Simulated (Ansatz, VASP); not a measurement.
## One calculation of Zr3S2, two programs

INCAR

```
PREC = Accurate
ENCUT = 520
EDIFF = 1E-6
ISMEAR = 0
SIGMA = 0.15
LREAL = F
LASPH = T
NELM = 80
ALGO = Fast
ISIF = 2
LWAVE = F
LCHARG = F
GGA = PE
NBANDS = 32
```

Contents of KPOINTS:

```
regular mesh
0
Gamma
  12 12 12
```

The input POSCAR:

```
Zr3S2
1.0
    2.9768096819      1.7186618712      3.2921869848
   -2.9768096819      1.7186618712      3.2921869848
    0.0000000000     -3.4373237423      3.2921869848
Zr S
3 2
Direct
    0.1621066356      0.8378933644      0.5000000000
    0.5000000000      0.1621066356      0.8378933644
    0.8378933644      0.5000000000      0.1621066356
    0.3347765468      0.3347765468      0.3347765468
    0.6652234532      0.6652234532      0.6652234532
```

Input for Ansatz:

```yaml
crystal:
  lattice:
    - [2.9768096819, 1.7186618712, 3.2921869848]
    - [-2.9768096819, 1.7186618712, 3.2921869848]
    - [0.0, -3.4373237423, 3.2921869848]
  atoms:
    - { symbol: Zr, position: [0.1621066356, 0.8378933644, 0.5] }
    - { symbol: Zr, position: [0.5, 0.1621066356, 0.8378933644] }
    - { symbol: Zr, position: [0.8378933644, 0.5, 0.1621066356] }
    - { symbol: S, position: [0.3347765468, 0.3347765468, 0.3347765468] }
    - { symbol: S, position: [0.6652234532, 0.6652234532, 0.6652234532] }
basis:
  ecutwfc: 420
kpoints:
  mp_grid: { grid: [12, 12, 12] }
hamiltonian:
  xc: pbe
scf:
  occupations: { method: gaussian, width: 0.15 }
output:
  forces: true
  stress: true
  eigenvalues: true
```

Alike in both runs: task single point; functional PBE; k mesh 12 × 12 × 12; occupations gaussian, width 0.15 eV; no spin polarisation.

|  | VASP | Ansatz |
| --- | --- | --- |
| version | VASP 6.6.1 | Ansatz 0.2.0 |
| potentials or method | VASP PAW PBE potentials, release 64 (Zr_sv, S), cutoff 520 eV | scalar-relativistic, plane waves, PAW |
| valence electrons in the cell | 48 | 48 |

Ansatz gave:

- gap on the k mesh at the Fermi level (eV): none
- pressure (GPa): 0.8
- traceless stress, the component that is largest in VASP (GPa): 5.43
- rms of the force components (eV/Å): 0.052

**Question.** Which values does VASP return?

**Answer.** gap on the k mesh at the Fermi level (eV): none; pressure (GPa): 0.8; traceless stress, the component that is largest in VASP (GPa): 5.46; rms of the force components (eV/Å): 0.050.

Atom by atom the forces differ by 0.002 eV/Å (rms over components). A gap of «none» marks a metal or a gap that the smearing closes. The functional is the same, so the differences come from potentials, cutoffs and numerics.
